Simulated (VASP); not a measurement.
Write the native input for VASP 6.6.1 that does the following.

```
Task                   : single point
Functional             : LDA
Potentials or basis    : VASP PAW LDA potentials, release 64 (Be)
Cutoff                 : 600 eV
k mesh                 : 4 × 4 × 6
Occupations            : fermi-dirac, width 0.1 eV
Spin                   : no spin polarisation
Dipole correction      : no
Further INCAR settings : ALGO = Normal; EDIFF = 1e-06; NBANDS = 12
```

The structure of Be lies in POSCAR:

```
Be
1.0
    3.7468100000      0.0000000000      0.0000000000
    0.0000000000      3.7468100000      0.0000000000
    0.0000000000      0.0000000000      2.2812800000
Be
4
Direct
    0.3056135107      0.2675389160     -0.0079219764
    0.6940392000      0.7315040060      0.0029021958
    0.1924059964      0.7662146579      0.5218312636
    0.8079412706      0.2347424589      0.4831888143
```

The input as run:

INCAR

```
ALGO = Normal
EDIFF = 1E-6
ENCUT = 600
GGA = CA
GGA_COMPAT = F
ISIF = 2
ISMEAR = -1
LASPH = T
LCHARG = T
LELF = T
LREAL = F
LVHAR = T
LWAVE = F
NBANDS = 12
NELM = 120
PREC = Accurate
SIGMA = 0.1
```

KPOINTS

```
k-points
0
Gamma
  4 4 6
```

Potentials or basis: VASP PAW LDA potentials, release 64 (Be).

Run with:

```console
$ cat potpaw_LDA.64/Be/POTCAR > POTCAR
$ mpirun -np 1 vasp_std > vasp.out
```

Results of the run:

```
Pressure               : -5.7 GPa
Largest force          : 0.475 eV/Å
Band gap on the k mesh : zero (band 4 reaches 7.53 eV, above the bottom of band 5 at 6.45 eV)
```

Caveat: the k points lie up to 0.46 Å⁻¹ apart.

Run time: 25 s on 1 thread of Intel Xeon 8259CL (shared host), peak memory 0.13 GiB.
